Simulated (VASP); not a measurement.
# AgCl (Fm-3m) in VASP: a series of runs, part 2 of 2

VASP 6.6.1. The steps go on from the part before.

## 3. Electric field gradients, PBE (22.18 Å³/atom)

This run uses another cell than the first one, of 22.18 Å³/atom.

Contents of INCAR:

```
SYSTEM = AgCl
PREC     = Accurate       ! precision mode
ENCUT    = 520            ! plane-wave cutoff, eV
EDIFF    = 1E-8           ! SCF threshold, eV
ISMEAR   = -1             ! smearing method
SIGMA    = 0.02           ! smearing width, eV
LREAL    = .False.        ! projectors in reciprocal space
LASPH    = .True.         ! aspherical terms in the spheres
NELM     = 80             ! most SCF steps
ALGO     = Normal         ! electronic algorithm
ISIF     = 2              ! what is computed and relaxed
LWAVE    = .False.        ! write WAVECAR
LCHARG   = .False.        ! write CHGCAR
GGA      = PE             ! functional
LEFG     = .True.       
NBANDS   = 16             ! bands
```

Contents of KPOINTS:

```
regular mesh
0
Gamma
  8 8 8
  0 0 0
```

Contents of POSCAR:

```
AgCl
1.0
    0.0000000000      2.8096430007      2.8096430007
    2.8096430007      0.0000000000      2.8096430007
    2.8096430007      2.8096430007      0.0000000000
Ag Cl
1 1
Direct
    0.5000000000      0.5000000000      0.5000000000
    0.0000000000      0.0000000000      0.0000000000
```

Potentials or basis: VASP PAW PBE potentials, release 64 (Ag, Cl).

Command:

```sh
$ cat potpaw_PBE.64/Ag/POTCAR potpaw_PBE.64/Cl/POTCAR > POTCAR
$ mpirun -np 1 vasp_std > vasp.out
```

OUTCAR:

```text
SYSTEM = AgCl
   PREC = Accurate
   ENCUT = 520
   EDIFF = 1E-8
   ISMEAR = -1
   LREAL = .False.
   LASPH = .True.
   NELM = 80
   ISIF = 2
   GGA = PE

 ion  position               nearest neighbor table
   1  0.500  0.500  0.500-   2 2.81   2 2.81   2 2.81   2 2.81   2 2.81   2 2.81
   2  0.000  0.000  0.000-   1 2.81   1 2.81   1 2.81   1 2.81   1 2.81   1 2.81

  LATTYP: Found a face centered cubic cell.
 ALAT       =     5.6192860014

  Lattice vectors:

 A1 = (   0.0000000000,   2.8096430007,   2.8096430007)
 A2 = (   2.8096430007,   0.0000000000,   2.8096430007)
 A3 = (   2.8096430007,   2.8096430007,   0.0000000000)

Analysis of symmetry for initial positions (statically):
=====================================================================
 Subroutine PRICEL returns:
 Original cell was already a primitive cell.

 Routine SETGRP: Setting up the symmetry group for a
 face centered cubic supercell.

 Subroutine GETGRP returns: Found 48 space group operations
 (whereof 48 operations were pure point group operations)
 out of a pool of 48 trial point group operations.

The static configuration has the point symmetry O_h .

Analysis of symmetry for dynamics (positions and initial velocities):
=====================================================================
 Subroutine PRICEL returns:
 Original cell was already a primitive cell.

 Routine SETGRP: Setting up the symmetry group for a
 face centered cubic supercell.

 Subroutine GETGRP returns: Found 48 space group operations
 (whereof 48 operations were pure point group operations)
 out of a pool of 48 trial point group operations.

[... 160 lines left out ...]
      4       1.0417      2.00000
      5       1.0806      2.00000
      6       1.0806      2.00000
[... 433 lines left out ...]
      3      -0.4989      2.00000
      4      -0.4636      2.00000
      5       1.3136      2.00000
      6       1.3760      2.00000
[... 8 lines left out ...]
     15      16.7383      0.00000
     16      18.1871      0.00000

 [... further k-points ...]

------------------------ aborting loop because EDIFF is reached ----------------------------------------

  FORCE on cell =-STRESS in cart. coord.  units (eV):
  Direction    XX          YY          ZZ          XY          YZ          ZX
  --------------------------------------------------------------------------------------
  -------------------------------------------------------------------------------------
  Total       -0.0824282     -0.0824282     -0.0824282      0.0000000      0.0000000     -0.0000000
  in kB       -2.9771657     -2.9771657     -2.9771657      0.0000000      0.0000000     -0.0000000
  external PRESSURE =      -2.9771657 kB  Pullay stress =       0.0000000 kB

 VOLUME and BASIS-vectors are now :
 -----------------------------------------------------------------------------
  energy-cutoff  :      520.00
  volume of cell :       44.36
      direct lattice vectors                 reciprocal lattice vectors
     0.000000000  2.809643001  2.809643001    -0.177958552  0.177958552  0.177958552
     2.809643001  0.000000000  2.809643001     0.177958552 -0.177958552  0.177958552
     2.809643001  2.809643001  0.000000000     0.177958552  0.177958552 -0.177958552

 POSITION                                       TOTAL-FORCE (eV/Angst)
 -----------------------------------------------------------------------------------
      2.80964      2.80964      2.80964         0.000000      0.000000     -0.000000
      0.00000      0.00000      0.00000        -0.000000     -0.000000      0.000000
 -----------------------------------------------------------------------------------
    total drift:                                0.000000      0.000000      0.000000

  FREE ENERGIE OF THE ION-ELECTRON SYSTEM (eV)
  ---------------------------------------------------
  free  energy   TOTEN  =        -5.4010811536 eV

  energy  without entropy=       -5.4010811536  energy(sigma->0) =       -5.40108115

 Electric field gradients (V/A^2)
---------------------------------------------------------------------
 ion       V_xx      V_yy      V_zz      V_xy      V_xz      V_yz
---------------------------------------------------------------------
   1       0.000    -0.000     0.000     0.001     0.001     0.001
   2      -0.000    -0.000     0.000    -0.000    -0.000    -0.000
---------------------------------------------------------------------

 Electric field gradients after diagonalization (V/A^2)
 (convention: |V_zz| > |V_xx| > |V_yy|)
----------------------------------------------------------------------
 ion       V_xx      V_yy      V_zz     asymmetry (V_yy - V_xx)/ V_zz
----------------------------------------------------------------------
   1      -0.001    -0.001     0.001       0.000
   2       0.000     0.000    -0.000       0.000
----------------------------------------------------------------------

           NMR quadrupolar parameters

 Cq : quadrupolar parameter    Cq=e*Q*V_zz/h
 eta: asymmetry parameters     (V_yy - V_xx)/ V_zz
 Q  : nuclear electric quadrupole moment in mb (millibarn)
----------------------------------------------------------------------
 ion       Cq(MHz)       eta       Q (mb)
----------------------------------------------------------------------
   1       0.000       0.000       1.000
   2      -0.000       0.000       1.000
----------------------------------------------------------------------
```

OSZICAR:

```text
N       E                     dE             d eps       ncg     rms          rms(c)
DAV:   1     0.936986885152E+02    0.93699E+02   -0.84405E+03   928   0.100E+03
DAV:   2    -0.240042300334E+01   -0.96099E+02   -0.87749E+02  1128   0.213E+02
DAV:   3    -0.557661647105E+01   -0.31762E+01   -0.31666E+01  1160   0.401E+01
DAV:   4    -0.559274342840E+01   -0.16127E-01   -0.16125E-01  1168   0.330E+00
DAV:   5    -0.559292919890E+01   -0.18577E-03   -0.18577E-03  1200   0.352E-01    0.552E+00
DAV:   6    -0.540568320723E+01    0.18725E+00   -0.25539E-01  1192   0.643E+00    0.360E+00
DAV:   7    -0.540155104666E+01    0.41322E-02   -0.94657E-02  1072   0.206E+00    0.188E+00
DAV:   8    -0.540091862848E+01    0.63242E-03   -0.49455E-03  1104   0.714E-01    0.289E-01
DAV:   9    -0.540100111993E+01   -0.82491E-04   -0.48042E-04  1160   0.286E-01    0.438E-02
DAV:  10    -0.540107681705E+01   -0.75697E-04   -0.11612E-04  1088   0.931E-02    0.346E-02
DAV:  11    -0.540108118645E+01   -0.43694E-05   -0.47174E-06  1184   0.151E-02    0.338E-03
DAV:  12    -0.540108118579E+01    0.66257E-09   -0.24132E-07  1072   0.482E-03    0.204E-03
DAV:  13    -0.540108117686E+01    0.89242E-08   -0.12832E-07  1120   0.321E-03    0.110E-03
DAV:  14    -0.540108114792E+01    0.28946E-07   -0.11647E-08   920   0.725E-04    0.268E-04
DAV:  15    -0.540108115362E+01   -0.56975E-08   -0.82461E-10   616   0.238E-04
   1 F= -.54010812E+01 E0= -.54010812E+01  d E =-.147948E-11
```

Run time: 37 s. Hardware: 1 thread of Intel Xeon 8259CL, shared host; peak memory 0.18 GiB.

Results:

| Property | Result |
| --- | --- |
| Free energy | -5.4011 eV |
| Pressure | -0.3 GPa |
| Band gap on the k mesh | 0.92 eV (least direct gap 3.06 eV) |
| Largest electric field gradient by atom | zero within the noise of the run |

Levels at points of the mesh, in eV from the valence-band top:
| k point | band 5 | band 6 | band 7 | band 8 | band 9 | band 10 | band 11 | band 12 | band 13 | band 14 |
| --- | --- | --- | --- | --- | --- | --- | --- | --- | --- | --- |
| (0.00, 0.00, 0.00) | -2.25 | -2.25 | -2.16 | -2.16 | -2.16 | 0.92 | 10.87 | 10.87 | 10.87 | 12.44 |
| (0.50, 0.00, 0.00) | -1.96 | -1.96 | -1.66 | 0.00 | 0.00 | 4.35 | 6.32 | 7.74 | 7.74 | 13.44 |
| (0.50, 0.50, 0.00) | -2.58 | -2.08 | -1.85 | -1.85 | -1.79 | 2.44 | 8.08 | 8.51 | 11.31 | 11.31 |

## 4. Electric field gradients, PBE (22.18 Å³/atom)

This run uses another cell than the first one, of 22.18 Å³/atom.

Contents of INCAR:

```
  ALGO = Normal
  EDIFF = 1E-8
  ENCUT = 520
  GGA = PE
  ISIF = 2
  ISMEAR = -1
  LASPH = T
  LCHARG = F
  LEFG = T
  LREAL = F
  LWAVE = F
  NBANDS = 16
  NELM = 60
  PREC = Accurate
  SIGMA = 0.02
```

Contents of KPOINTS:

```
k-points
0
Gamma
  8 8 8
```

POSCAR is that of step 3.

Potentials or basis: VASP PAW PBE potentials, release 64 (Ag, Cl).

Command:

```sh
$ cat potpaw_PBE.64/Ag/POTCAR potpaw_PBE.64/Cl/POTCAR > POTCAR
$ mpirun -np 1 vasp_std > vasp.out
```

OUTCAR:

```text
EDIFF = 1E-8
   ENCUT = 520
   GGA = PE
   ISIF = 2
   ISMEAR = -1
   LASPH = T
   LREAL = F
   NELM = 60
   PREC = Accurate

 ion  position               nearest neighbor table
   1  0.500  0.500  0.500-   2 2.81   2 2.81   2 2.81   2 2.81   2 2.81   2 2.81
   2  0.000  0.000  0.000-   1 2.81   1 2.81   1 2.81   1 2.81   1 2.81   1 2.81

  LATTYP: Found a face centered cubic cell.
 ALAT       =     5.6192860014

  Lattice vectors:

 A1 = (   0.0000000000,   2.8096430007,   2.8096430007)
 A2 = (   2.8096430007,   0.0000000000,   2.8096430007)
 A3 = (   2.8096430007,   2.8096430007,   0.0000000000)

Analysis of symmetry for initial positions (statically):
=====================================================================
 Subroutine PRICEL returns:
 Original cell was already a primitive cell.

 Routine SETGRP: Setting up the symmetry group for a
 face centered cubic supercell.

 Subroutine GETGRP returns: Found 48 space group operations
 (whereof 48 operations were pure point group operations)
 out of a pool of 48 trial point group operations.

The static configuration has the point symmetry O_h .

Analysis of symmetry for dynamics (positions and initial velocities):
=====================================================================
 Subroutine PRICEL returns:
 Original cell was already a primitive cell.

 Routine SETGRP: Setting up the symmetry group for a
 face centered cubic supercell.

 Subroutine GETGRP returns: Found 48 space group operations
 (whereof 48 operations were pure point group operations)
 out of a pool of 48 trial point group operations.

The dynamic configuration has the point symmetry O_h .

 Subroutine INISYM returns: Found 48 space group operations
 (whereof 48 operations are pure point group operations),
 and found     1 'primitive' translations

----------------------------------------------------------------------------------------

                                     Primitive cell

  volume of cell :      44.3592

  direct lattice vectors                    reciprocal lattice vectors
     0.000000000  2.809643001  2.809643001    -0.177958552  0.177958552  0.177958552
     2.809643001  0.000000000  2.809643001     0.177958552 -0.177958552  0.177958552
     2.809643001  2.809643001  0.000000000     0.177958552  0.177958552 -0.177958552

  length of vectors
     3.973435237  3.973435237  3.973435237     0.308233254  0.308233254  0.308233254

  position of ions in fractional coordinates (direct lattice)
     0.500000000  0.500000000  0.500000000
     0.000000000  0.000000000  0.000000000

  ion indices of the primitive-cell ions
   primitive index   ion index
                 1           1
                 2           2

----------------------------------------------------------------------------------------

 KPOINTS: k-points

Automatic generation of k-mesh.
 Grid dimensions read from file:
 generate k-points for:    8    8    8

 Generating k-lattice:

[... 68 lines left out ...]
   ISYM   =      2    0-nonsym 1-usesym 2-fastsym
   POTIM  = 0.5000    time-step for ionic-motion
   TEBEG  =    0.0;   TEEND  =   0.0 temperature during run
   PSTRESS=    0.0 pullay stress
   NELECT =      18.0000    total number of electrons
   NUPDOWN=      -1.0000    fix difference up-down
   EMIN   =  10.00;   EMAX   =-10.00  energy-range for DOS
   EFERMI =   0.00;   METHOD = LEGACY
   ISMEAR =    -1;   SIGMA  =   0.02  broadening in eV -4-tet -1-fermi 0-gaus
   EFERMI_NEDOS =   21; number of points for ismear=-14 and -15
   IALGO  =     38    algorithm
   IMIX   =      4    mixing-type and parameters
     AMIX     =   0.40;   BMIX     =  1.00
     AMIX_MAG =   1.60;   BMIX_MAG =  1.00
  volume/ion in A,a.u.               =      22.18       149.68
  Fermi-wavevector in a.u.,A,eV,Ry     =   1.212005  2.290358 19.986372  1.468957
  Thomas-Fermi vector in A             =   2.347503
   LORBIT       =      0    0 simple, 1 ext, 2 COOP (PROOUT), +10 PAW based schemes
   GGA     = PE    functional components
   LHFCALC =     F    Hartree Fock is set to
   AEXX    =    0.0000 exact exchange contribution
   IVDW    =     0    specifies the selected vdW correction
   LEPSILON=     F    determine dielectric tensor
   LRPA    =     F    only Hartree local field effects (RPA)
 non-spin polarized calculation
  energy-cutoff  :      520.00
  volume of cell :       44.36
 maximum number of plane-waves:      1243
 NGX is ok and might be reduce to    30
   NGX = 15   NGY = 15   NGZ = 15

 number of electron      17.9999994 magnetization

 Free energy of the ion-electron system (eV)
  ---------------------------------------------------
  ext. energy  EPLUGINS =         0.00000000
  ---------------------------------------------------
  free energy    TOTEN  =        -5.40108115 eV

  energy without entropy =       -5.40108115  energy(sigma->0) =       -5.40108115

 E-fermi :   3.8279     XC(G=0):  -9.7605

 val. band max:        3.3299282149   @ k =   0.5000   0.0000   0.0000
 cond. band min:       4.2520000503   @ k =   0.0000   0.0000   0.0000
 fundamental gap:      0.9220718354
 Fermi energy:         3.8278796208

 k-point     1 :       0.0000    0.0000    0.0000
  band No.  band energies     occupation
      1     -11.5612      2.00000
      2       1.0417      2.00000
      3       1.0417      2.00000
      4       1.0417      2.00000
      5       1.0806      2.00000
      6       1.0806      2.00000
[... 433 lines left out ...]
      3      -0.4989      2.00000
      4      -0.4636      2.00000
      5       1.3136      2.00000
      6       1.3760      2.00000
[... 8 lines left out ...]
     15      16.7383      0.00000
     16      18.1871      0.00000

 [... further k-points ...]

------------------------ aborting loop because EDIFF is reached ----------------------------------------

  FORCE on cell =-STRESS in cart. coord.  units (eV):
  Direction    XX          YY          ZZ          XY          YZ          ZX
  --------------------------------------------------------------------------------------
  -------------------------------------------------------------------------------------
  Total       -0.0824282     -0.0824282     -0.0824282      0.0000000      0.0000000     -0.0000000
  in kB       -2.9771657     -2.9771657     -2.9771657      0.0000000      0.0000000     -0.0000000
  external PRESSURE =      -2.9771657 kB  Pullay stress =       0.0000000 kB

 VOLUME and BASIS-vectors are now :
 -----------------------------------------------------------------------------
  energy-cutoff  :      520.00
  volume of cell :       44.36
      direct lattice vectors                 reciprocal lattice vectors
     0.000000000  2.809643001  2.809643001    -0.177958552  0.177958552  0.177958552
     2.809643001  0.000000000  2.809643001     0.177958552 -0.177958552  0.177958552
     2.809643001  2.809643001  0.000000000     0.177958552  0.177958552 -0.177958552

 POSITION                                       TOTAL-FORCE (eV/Angst)
 -----------------------------------------------------------------------------------
      2.80964      2.80964      2.80964         0.000000      0.000000     -0.000000
      0.00000      0.00000      0.00000        -0.000000     -0.000000      0.000000
 -----------------------------------------------------------------------------------
    total drift:                                0.000000      0.000000      0.000000

  FREE ENERGIE OF THE ION-ELECTRON SYSTEM (eV)
  ---------------------------------------------------
  free  energy   TOTEN  =        -5.4010811536 eV

  energy  without entropy=       -5.4010811536  energy(sigma->0) =       -5.40108115

 Electric field gradients (V/A^2)
---------------------------------------------------------------------
 ion       V_xx      V_yy      V_zz      V_xy      V_xz      V_yz
---------------------------------------------------------------------
   1       0.000    -0.000     0.000     0.001     0.001     0.001
   2      -0.000    -0.000     0.000    -0.000    -0.000    -0.000
---------------------------------------------------------------------

 Electric field gradients after diagonalization (V/A^2)
 (convention: |V_zz| > |V_xx| > |V_yy|)
----------------------------------------------------------------------
 ion       V_xx      V_yy      V_zz     asymmetry (V_yy - V_xx)/ V_zz
----------------------------------------------------------------------
   1      -0.001    -0.001     0.001       0.000
   2       0.000     0.000    -0.000       0.000
----------------------------------------------------------------------

           NMR quadrupolar parameters

 Cq : quadrupolar parameter    Cq=e*Q*V_zz/h
 eta: asymmetry parameters     (V_yy - V_xx)/ V_zz
 Q  : nuclear electric quadrupole moment in mb (millibarn)
----------------------------------------------------------------------
 ion       Cq(MHz)       eta       Q (mb)
----------------------------------------------------------------------
   1       0.000       0.000       1.000
   2      -0.000       0.000       1.000
----------------------------------------------------------------------
```

Wall time 37 s (1 thread of Intel Xeon 8259CL, shared host); peak memory 0.18 GiB.

What came out:

```yaml
Free_energy: -5.4011 eV
Pressure: -0.3 GPa
Band_gap_on_the_k_mesh: 0.92 eV (least direct gap 3.06 eV)
Largest_electric_field_gradient_by_atom: zero within the noise of the run
```

A k mesh can miss the band edges.
